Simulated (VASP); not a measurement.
# MgZn4O (F-43m) in VASP: further runs

MgZn4O is run at these levels: PBE; tasks: single point.

All numbers are computed with VASP 6.6.1; they aren't measurements. Logs are shortened: lines on timing, memory, paths and dates and some standing lists are left out, and cuts for length are marked.

## Step 1: The cell of the first run

Symmetry: F-43m, No. 216, cubic system. Conventional cell: a = 7.212 Å, b = 7.212 Å, c = 7.212 Å, α = 90.00°, β = 90.00°, γ = 90.00°. Mg (site symmetry -43m) has 12 Zn at 2.99 Å and 4 O at 3.12 Å within 3.9 Å. Zn (site symmetry 3m) has 6 Zn at 2.55 Å and 3 O at 2.99 Å and 3 Mg at 2.99 Å within 3.4 Å. O (site symmetry -43m) has 12 Zn at 2.99 Å and 4 Mg at 3.12 Å within 3.9 Å.

## Step 2: Single point, PBE

Input file INCAR:

```
ALGO = Normal
EDIFF = 1E-7
ENCUT = 520
GGA = PE
ISIF = 2
ISMEAR = 0
LASPH = True
LCHARG = False
LREAL = False
LWAVE = False
NBANDS = 37
NELM = 80
PREC = Accurate
SIGMA = 0.2
```

Input file KPOINTS:

```
k-points
0
Gamma
  4 4 4
```

Input file POSCAR:

```
MgZn4O
1.0
    0.0000000000      3.6059214779      3.6059214779
    3.6059214779      0.0000000000      3.6059214779
    3.6059214779      3.6059214779      0.0000000000
Mg Zn O
1 4 1
Direct
    0.7500000000      0.7500000000      0.7500000000
    0.3749730359      0.3749730359      0.8750808922
    0.8750808922      0.3749730359      0.3749730359
    0.3749730359      0.3749730359      0.3749730359
    0.3749730359      0.8750808922      0.3749730359
    0.0000000000      0.0000000000      0.0000000000
```

Potentials or basis: VASP PAW PBE potentials, release 64 (Mg, Zn, O).

Command:

```bash
cat potpaw_PBE.64/Mg/POTCAR potpaw_PBE.64/Zn/POTCAR potpaw_PBE.64/O/POTCAR > POTCAR
mpirun -np 1 vasp_std > vasp.out
```

OUTCAR:

```text
EDIFF = 1E-7
   ENCUT = 520
   GGA = PE
   ISIF = 2
   ISMEAR = 0
   LASPH = True
   LREAL = False
   NELM = 80
   PREC = Accurate

 ion  position               nearest neighbor table
   1  0.750  0.750  0.750-   2 2.99   5 2.99   2 2.99   3 2.99   3 2.99   5 2.99   4 2.99   4 2.99
                             4 2.99   2 2.99   3 2.99   5 2.99
   2  0.375  0.375  0.875-   3 2.55   4 2.55   5 2.55   5 2.55   3 2.55   4 2.55   1 2.99   1 2.99
                             1 2.99
   3  0.875  0.375  0.375-   2 2.55   4 2.55   5 2.55   5 2.55   2 2.55   4 2.55   1 2.99   1 2.99
                             1 2.99
   4  0.375  0.375  0.375-   2 2.55   3 2.55   5 2.55   3 2.55   5 2.55   2 2.55   1 2.99   1 2.99
                             1 2.99
   5  0.375  0.875  0.375-   2 2.55   3 2.55   4 2.55   3 2.55   2 2.55   4 2.55   1 2.99   1 2.99
                             1 2.99
   6  0.000  0.000  0.000-

  LATTYP: Found a face centered cubic cell.
 ALAT       =     7.2118429558

  Lattice vectors:

 A1 = (   0.0000000000,   3.6059214779,   3.6059214779)
 A2 = (   3.6059214779,   0.0000000000,   3.6059214779)
 A3 = (   3.6059214779,   3.6059214779,   0.0000000000)

Analysis of symmetry for initial positions (statically):
=====================================================================
 Subroutine PRICEL returns:
 Original cell was already a primitive cell.

 Routine SETGRP: Setting up the symmetry group for a
 face centered cubic supercell.

 Subroutine GETGRP returns: Found 24 space group operations
 (whereof 24 operations were pure point group operations)
 out of a pool of 48 trial point group operations.

The static configuration has the point symmetry T_d .

Analysis of symmetry for dynamics (positions and initial velocities):
=====================================================================
 Subroutine PRICEL returns:
 Original cell was already a primitive cell.

 Routine SETGRP: Setting up the symmetry group for a
 face centered cubic supercell.

 Subroutine GETGRP returns: Found 24 space group operations
 (whereof 24 operations were pure point group operations)
 out of a pool of 48 trial point group operations.

The dynamic configuration has the point symmetry T_d .

 Subroutine INISYM returns: Found 24 space group operations
 (whereof 24 operations are pure point group operations),
 and found     1 'primitive' translations

[... 87 lines left out ...]
   EDIFFG = 0.1E-05   stopping-criterion for IOM
   NSW    =      0    number of steps for IOM
   IBRION =     -1    ionic relax: 0-MD 1-quasi-New 2-CG
   NFREE  =      0    steps in history (QN), initial steepest desc. (CG)
   ISIF   =      2    stress and relaxation
   ISYM   =      2    0-nonsym 1-usesym 2-fastsym
   POTIM  = 0.5000    time-step for ionic-motion
   TEBEG  =    0.0;   TEEND  =   0.0 temperature during run
   PSTRESS=    0.0 pullay stress
   NELECT =      56.0000    total number of electrons
   NUPDOWN=      -1.0000    fix difference up-down
   EMIN   =  10.00;   EMAX   =-10.00  energy-range for DOS
   EFERMI =   0.00;   METHOD = LEGACY
   ISMEAR =     0;   SIGMA  =   0.20  broadening in eV -4-tet -1-fermi 0-gaus
   EFERMI_NEDOS =   21; number of points for ismear=-14 and -15
   IALGO  =     38    algorithm
   IMIX   =      4    mixing-type and parameters
     AMIX     =   0.40;   BMIX     =  1.00
     AMIX_MAG =   1.60;   BMIX_MAG =  1.00
  volume/ion in A,a.u.               =      15.63       105.47
  Fermi-wavevector in a.u.,A,eV,Ry     =   1.378620  2.605214 25.859139  1.900593
  Thomas-Fermi vector in A             =   2.503665
   LORBIT       =      0    0 simple, 1 ext, 2 COOP (PROOUT), +10 PAW based schemes
   GGA     = PE    functional components
   LHFCALC =     F    Hartree Fock is set to
   AEXX    =    0.0000 exact exchange contribution
   IVDW    =     0    specifies the selected vdW correction
   LEPSILON=     F    determine dielectric tensor
   LRPA    =     F    only Hartree local field effects (RPA)
 non-spin polarized calculation
 Gauss-broadening in eV      SIGMA  =   0.20
  energy-cutoff  :      520.00
  volume of cell :       93.77
 maximum number of plane-waves:      2565
 NGX is ok and might be reduce to    40
   NGX = 19   NGY = 19   NGZ = 19

 number of electron      56.0000056 magnetization

 Free energy of the ion-electron system (eV)
  ---------------------------------------------------
  ext. energy  EPLUGINS =         0.00000000
  ---------------------------------------------------
  free energy    TOTEN  =       -10.07426975 eV

  energy without entropy =       -9.94741856  energy(sigma->0) =      -10.01084415

 E-fermi :   2.2687     XC(G=0): -10.6269

 val. band max:        2.1890280606   @ k =   0.2500   0.0000   0.0000
 cond. band min:       2.3506432760   @ k =   0.5000   0.2500   0.0000
 fundamental gap:      0.1616152154
 Fermi energy:         2.2687389758

 k-point     1 :       0.0000    0.0000    0.0000
  band No.  band energies     occupation
      1     -13.9577      2.00000
      2      -7.1187      2.00000
      3      -5.8377      2.00000
      4      -5.8377      2.00000
      5      -5.8377      2.00000
      6      -5.5762      2.00000
[... 309 lines left out ...]
     36       9.4613      0.00000
     37      10.3388      0.00000

------------------------ aborting loop because EDIFF is reached ----------------------------------------

  FORCE on cell =-STRESS in cart. coord.  units (eV):
  Direction    XX          YY          ZZ          XY          YZ          ZX
  --------------------------------------------------------------------------------------
  -------------------------------------------------------------------------------------
  Total        0.3830229      0.3830229      0.3830229     -0.0000000      0.0000000      0.0000000
  in kB        6.5442000      6.5442000      6.5442000     -0.0000000      0.0000000      0.0000000
  external PRESSURE =       6.5442000 kB  Pullay stress =       0.0000000 kB

 VOLUME and BASIS-vectors are now :
 -----------------------------------------------------------------------------
  energy-cutoff  :      520.00
  volume of cell :       93.77
      direct lattice vectors                 reciprocal lattice vectors
     0.000000000  3.605921478  3.605921478    -0.138660812  0.138660812  0.138660812
     3.605921478  0.000000000  3.605921478     0.138660812 -0.138660812  0.138660812
     3.605921478  3.605921478  0.000000000     0.138660812  0.138660812 -0.138660812

 POSITION                                       TOTAL-FORCE (eV/Angst)
 -----------------------------------------------------------------------------------
      5.40888      5.40888      5.40888        -0.000000     -0.000000     -0.000000
      4.50760      4.50760      2.70425        -0.003773     -0.003773      0.003773
      2.70425      4.50760      4.50760         0.003773     -0.003773     -0.003773
      2.70425      2.70425      2.70425         0.003773      0.003773      0.003773
      4.50760      2.70425      4.50760        -0.003773      0.003773     -0.003773
      0.00000      0.00000      0.00000        -0.000000     -0.000000     -0.000000
 -----------------------------------------------------------------------------------
    total drift:                               -0.000000     -0.000000     -0.000000

  FREE ENERGIE OF THE ION-ELECTRON SYSTEM (eV)
  ---------------------------------------------------
  free  energy   TOTEN  =       -10.0742697487 eV

  energy  without entropy=       -9.9474185603  energy(sigma->0) =      -10.01084415
```

stdout:

```text
POSCAR found type information on POSCAR MgZnO
 POSCAR found :  3 types and       6 ions
 scaLAPACK will be used
 LDA part: xc-table for (Slater+PW92), standard interpolation
 POSCAR, INCAR and KPOINTS ok, starting setup
 FFT: planning ... GRIDC
 FFT: planning ... GRID_SOFT
 FFT: planning ... GRID
 WAVECAR not read
 entering main loop
```

Wall time 27 s (1 thread of AMD EPYC 9R45 (Zen 5), shared host); peak memory 0.21 GiB.

Results:

```
Free energy            : -10.0743 eV
Pressure               : 0.7 GPa
Largest force          : 0.007 eV/Å
Band gap on the k mesh : zero (band 28 reaches 2.52 eV, above the bottom of band 29 at 1.87 eV)
```

Forces in eV/Å, atoms in the order of the input:
```
Mg   0.000  0.000  0.000
Zn  -0.004 -0.004  0.004
Zn   0.004 -0.004 -0.004
Zn   0.004  0.004  0.004
Zn  -0.004  0.004 -0.004
O    0.000  0.000  0.000
```

Levels at points of the mesh, in eV from the Fermi level:
| k point | band 25 | band 26 | band 27 | band 28 | band 29 | band 30 | band 31 | band 32 |
| --- | --- | --- | --- | --- | --- | --- | --- | --- |
| (0.00, 0.00, 0.00) | -2.27 | -2.03 | 0.25 | 0.25 | 0.25 | 1.60 | 1.60 | 1.60 |
| (0.50, 0.00, 0.00) | -2.43 | -2.07 | -0.56 | -0.56 | -0.40 | 1.89 | 1.89 | 4.00 |
| (0.50, 0.50, 0.00) | -3.39 | -2.38 | -0.33 | 0.13 | 0.13 | 0.54 | 5.56 | 6.16 |

Caveat: the k points lie up to 0.38 Å⁻¹ apart.

## Step 3: Single point, PBE

This run uses another cell than the first one, of 15.73 Å³/atom, 1.007 times its volume.

Input file INCAR:

```
SYSTEM = MgZn4O
PREC = Accurate
ENCUT = 520
EDIFF = 1E-6
ISMEAR = 0
SIGMA = 0.2
LREAL = .False.
LASPH = .True.
NELM = 80
ALGO = Normal
ISIF = 2
LWAVE = .False.
LCHARG = .True.
GGA = PE
LELF = .True.
LVHAR = .True.
NBANDS = 37
```

Input file KPOINTS:

```
regular mesh
0
Gamma
  4 4 4
  0 0 0
```

Input file POSCAR:

```
MgZn4O
1.0
    0.0000000000      3.6137211127      3.6137211127
    3.6137211127      0.0000000000      3.6137211127
    3.6137211127      3.6137211127      0.0000000000
Mg Zn O
1 4 1
Direct
    0.2500000000      0.2500000000      0.2500000000
    0.1249574943      0.6250141686      0.6250141686
    0.6250141686      0.6250141686      0.6250141686
    0.6250141686      0.1249574943      0.6250141686
    0.6250141686      0.6250141686      0.1249574943
    0.0000000000      0.0000000000      0.0000000000
```

Potentials or basis: VASP PAW PBE potentials, release 64 (Mg, Zn, O).

Command:

```bash
cat potpaw_PBE.64/Mg/POTCAR potpaw_PBE.64/Zn/POTCAR potpaw_PBE.64/O/POTCAR > POTCAR
mpirun -np 1 vasp_std > vasp.out
```

OUTCAR:

```text
SYSTEM = MgZn4O
   PREC = Accurate
   ENCUT = 520
   EDIFF = 1E-6
   ISMEAR = 0
   LREAL = .False.
   LASPH = .True.
   NELM = 80
   ISIF = 2
   GGA = PE

 ion  position               nearest neighbor table
   1  0.250  0.250  0.250-   2 3.00   4 3.00   2 3.00   4 3.00   5 3.00   5 3.00   3 3.00   3 3.00
                             3 3.00   2 3.00   4 3.00   5 3.00
   2  0.125  0.625  0.625-   3 2.55   4 2.55   5 2.55   3 2.56   5 2.56   4 2.56   1 3.00   1 3.00
                             1 3.00
   3  0.625  0.625  0.625-   2 2.55   4 2.55   5 2.55   5 2.56   4 2.56   2 2.56   1 3.00   1 3.00
[... 514 lines left out ...]
  -------------------------------------------------------------------------------------
  Total        0.1314528      0.1314528      0.1314528      0.0000000      0.0000000      0.0000000
  in kB        2.2314462      2.2314462      2.2314462      0.0000000      0.0000000      0.0000000
  external PRESSURE =       2.2314462 kB  Pullay stress =       0.0000000 kB

 VOLUME and BASIS-vectors are now :
 -----------------------------------------------------------------------------
  energy-cutoff  :      520.00
  volume of cell :       94.38
      direct lattice vectors                 reciprocal lattice vectors
     0.000000000  3.613721113  3.613721113    -0.138361535  0.138361535  0.138361535
     3.613721113  0.000000000  3.613721113     0.138361535 -0.138361535  0.138361535
     3.613721113  3.613721113  0.000000000     0.138361535  0.138361535 -0.138361535

 POSITION                                       TOTAL-FORCE (eV/Angst)
 -----------------------------------------------------------------------------------
      1.80686      1.80686      1.80686         0.000000     -0.000000     -0.000000
      4.51725      2.71019      2.71019        -0.001631      0.001631      0.001631
      4.51725      4.51725      4.51725        -0.001631     -0.001631     -0.001631
      2.71019      4.51725      2.71019         0.001631     -0.001631      0.001631
      2.71019      2.71019      4.51725         0.001631      0.001631     -0.001631
      0.00000      0.00000      0.00000         0.000000     -0.000000     -0.000000
 -----------------------------------------------------------------------------------
    total drift:                                0.000000      0.000000      0.000000

  FREE ENERGIE OF THE ION-ELECTRON SYSTEM (eV)
  ---------------------------------------------------
  free  energy   TOTEN  =       -10.0760412982 eV

  energy  without entropy=       -9.9493637285  energy(sigma->0) =      -10.01270251
```

OSZICAR:

```text
N       E                     dE             d eps       ncg     rms          rms(c)
DAV:   1     0.377521432263E+03    0.37752E+03   -0.26241E+04   592   0.208E+03
DAV:   2     0.279016424247E+02   -0.34962E+03   -0.33810E+03   592   0.415E+02
DAV:   3    -0.125734184040E+02   -0.40475E+02   -0.38939E+02   665   0.129E+02
DAV:   4    -0.140767552181E+02   -0.15033E+01   -0.14999E+01   640   0.227E+01
DAV:   5    -0.140852697698E+02   -0.85146E-02   -0.85142E-02   632   0.169E+00    0.120E+01
DAV:   6    -0.139105287732E+02    0.17474E+00   -0.41544E+01   901   0.718E+01    0.192E+01
DAV:   7    -0.103428642627E+02    0.35677E+01   -0.40297E+01   766   0.168E+01    0.426E+00
DAV:   8    -0.101312228163E+02    0.21164E+00   -0.16272E+00   602   0.504E+00    0.220E+00
DAV:   9    -0.101193737604E+02    0.11849E-01   -0.64211E-01   720   0.226E+00    0.192E+00
DAV:  10    -0.100755235989E+02    0.43850E-01   -0.30806E-01   742   0.146E+00    0.237E-01
DAV:  11    -0.100770538970E+02   -0.15303E-02   -0.99304E-03   602   0.398E-01    0.322E-01
DAV:  12    -0.100765101046E+02    0.54379E-03   -0.68607E-04   632   0.121E-01    0.203E-01
DAV:  13    -0.100760434236E+02    0.46668E-03   -0.32622E-03   864   0.151E-01    0.288E-02
DAV:  14    -0.100760450191E+02   -0.15955E-05   -0.12268E-04   612   0.404E-02    0.999E-03
DAV:  15    -0.100760422892E+02    0.27298E-05   -0.93250E-06   529   0.115E-02    0.544E-03
DAV:  16    -0.100760412982E+02    0.99100E-06   -0.22286E-06   530   0.639E-03
   1 F= -.10076041E+02 E0= -.10012703E+02  d E =-.126678E+00
```

Wall time 29 s (1 thread of AMD EPYC 9R45 (Zen 5), shared host); peak memory 0.21 GiB.

What came out:

* Free energy: -10.0760 eV
* Pressure: 0.2 GPa
* Band gap on the k mesh: zero (band 28 reaches 2.48 eV, above the bottom of band 29 at 1.83 eV)

Forces on the atoms (eV/Å):
```
Mg   0.000  0.000  0.000
Zn  -0.002  0.002  0.002
Zn  -0.002 -0.002 -0.002
Zn   0.002 -0.002  0.002
Zn   0.002  0.002 -0.002
O    0.000  0.000  0.000
```

Levels at points of the mesh, in eV from the Fermi level:
```
           k point  band 26  band 27  band 28  band 29  band 30  band 31
(0.00, 0.00, 0.00)    -2.01     0.25     0.25     0.25     1.58     1.58
(0.50, 0.00, 0.00)    -2.06    -0.56    -0.56    -0.39     1.88     1.88
(0.50, 0.50, 0.00)    -2.37    -0.32     0.13     0.13     0.55     5.55
```

Caveat: the k points lie up to 0.38 Å⁻¹ apart.

## Step 4: Single point, PBE

This run uses another cell than the first one, of 15.73 Å³/atom, 1.007 times its volume.

Input file INCAR:

```
SYSTEM = MgZn4O
ALGO = Normal
EDIFF = 1E-7
ENCUT = 520
GGA = PE
ISIF = 2
ISMEAR = 0
LASPH = .True.
LCHARG = .False.
LREAL = .False.
LWAVE = .False.
NBANDS = 37
NELM = 100
PREC = Accurate
SIGMA = 0.2
```

Input file KPOINTS:

```
k-points
0
Gamma
  4 4 4
  0 0 0
```

Input file POSCAR:

```
MgZn4O
1.0
    0.0000000000      3.6137175547      3.6137175547
    3.6137175547      0.0000000000      3.6137175547
    3.6137175547      3.6137175547      0.0000000000
Mg Zn O
1 4 1
Direct
    0.0000000000      0.0000000000      0.0000000000
    0.3750142120      0.3750142120      0.8749573640
    0.8749573640      0.3750142120      0.3750142120
    0.3750142120      0.3750142120      0.3750142120
    0.3750142120      0.8749573640      0.3750142120
    0.7500000000      0.7500000000      0.7500000000
```

Command:

```bash
cat potpaw_PBE.64/Mg/POTCAR potpaw_PBE.64/Zn/POTCAR potpaw_PBE.64/O/POTCAR > POTCAR
mpirun -np 1 vasp_std > vasp.out
```

It took 30 s on 1 thread of AMD EPYC 9R45 (Zen 5), shared host; peak memory 0.21 GiB.

Results (log left out):

* Free energy: -10.0760 eV
* Pressure: 0.2 GPa
* Band gap on the k mesh: zero (band 28 reaches 2.48 eV, above the bottom of band 29 at 1.83 eV)

Forces on the atoms (eV/Å):
```
Mg   0.000  0.000  0.000
Zn   0.002  0.002 -0.002
Zn  -0.002  0.002  0.002
Zn  -0.002 -0.002 -0.002
Zn   0.002 -0.002  0.002
O    0.000  0.000  0.000
```

Levels at points of the mesh, in eV from the Fermi level:
| k point | band 24 | band 25 | band 26 | band 27 | band 28 | band 29 | band 30 | band 31 | band 32 | band 33 |
| --- | --- | --- | --- | --- | --- | --- | --- | --- | --- | --- |
| (0.00, 0.00, 0.00) | -2.25 | -2.25 | -2.01 | 0.25 | 0.25 | 0.25 | 1.58 | 1.58 | 1.58 | 2.51 |
| (0.50, 0.00, 0.00) | -2.40 | -2.40 | -2.06 | -0.56 | -0.56 | -0.39 | 1.88 | 1.88 | 3.97 | 5.43 |
| (0.50, 0.50, 0.00) | -3.37 | -3.37 | -2.37 | -0.32 | 0.13 | 0.13 | 0.55 | 5.55 | 6.12 | 6.28 |

Caveat: the k points lie up to 0.38 Å⁻¹ apart.

## Step 5: Single point, PBE

This run uses another cell than the first one, of 21.68 Å³/atom, 1.387 times its volume.

Input file INCAR:

```
  PREC = Accurate
  ENCUT = 520
  EDIFF = 1E-6
  ISMEAR = 0
  SIGMA = 0.2
  LREAL = F
  LASPH = T
  NELM = 60
  ALGO = Normal
  ISIF = 2
  LWAVE = F
  LCHARG = F
  GGA = PE
  NBANDS = 37
```

Input file KPOINTS:

```
regular mesh
0
Gamma
  4 4 4
```

Input file POSCAR:

```
MgZn4O
1.0
    0.0000000000      4.0214137047      4.0214137047
    4.0214137047      0.0000000000      4.0214137047
    4.0214137047      4.0214137047      0.0000000000
Mg Zn O
1 4 1
Direct
    0.5000000000      0.5000000000      0.5000000000
    0.1097267956      0.1097267956      0.1097267956
    0.1097267956      0.1097267956      0.6708196132
    0.1097267956      0.6708196132      0.1097267956
    0.6708196132      0.1097267956      0.1097267956
    0.2500000000      0.2500000000      0.2500000000
```

Command:

```bash
cat potpaw_PBE.64/Mg/POTCAR potpaw_PBE.64/Zn/POTCAR potpaw_PBE.64/O/POTCAR > POTCAR
mpirun -np 1 vasp_std > vasp.out
```

Wall time 33 s (1 thread of AMD EPYC 9R45 (Zen 5), shared host); peak memory 0.22 GiB.

The run converged. Its results:

```yaml
Free_energy: -11.0209 eV
Pressure: 1.0 GPa
Largest_force: 0.042 eV/Å
Band_gap_on_the_k_mesh: zero (band 28 reaches 0.80 eV, above the bottom of band 29 at 0.45 eV)
```

Forces in eV/Å, atoms in the order of the input:
```
Mg   0.000  0.000  0.000
Zn  -0.024 -0.024 -0.024
Zn   0.024  0.024 -0.024
Zn   0.024 -0.024  0.024
Zn  -0.024  0.024  0.024
O    0.000  0.000  0.000
```

Levels at points of the mesh, in eV from the Fermi level:
```csv
k point,band 26,band 27,band 28,band 29,band 30,band 31
"(0.00, 0.00, 0.00)",-0.41,-0.41,-0.41,-0.35,2.27,2.27
"(0.50, 0.00, 0.00)",-2.23,-0.13,-0.13,1.33,1.50,1.50
"(0.50, 0.50, 0.00)",-2.40,-1.31,-0.10,-0.10,1.60,4.16
```

## Step 6: The runs side by side

```csv
cell,gap on the mesh (eV),pressure (GPa),largest force (eV/Å)
"a = 5.100 Å, angles 60.0°, 6 atoms",none,0.7,0.01
"a = 5.111 Å, angles 60.0°, 6 atoms",none,0.2,-
"a = 5.687 Å, angles 60.0°, 6 atoms",none,1.0,0.04
```

Alike in all rows: task single point; level PBE; potentials or basis VASP PAW PBE potentials, release 64 (Mg, Zn, O); no spin polarisation; k mesh 4 × 4 × 4; cutoff (eV) 520; smearing gaussian 0.2 eV.

Caveats: some runs use coarse meshes.

Absolute energies hang on the potentials; compare differences alone.
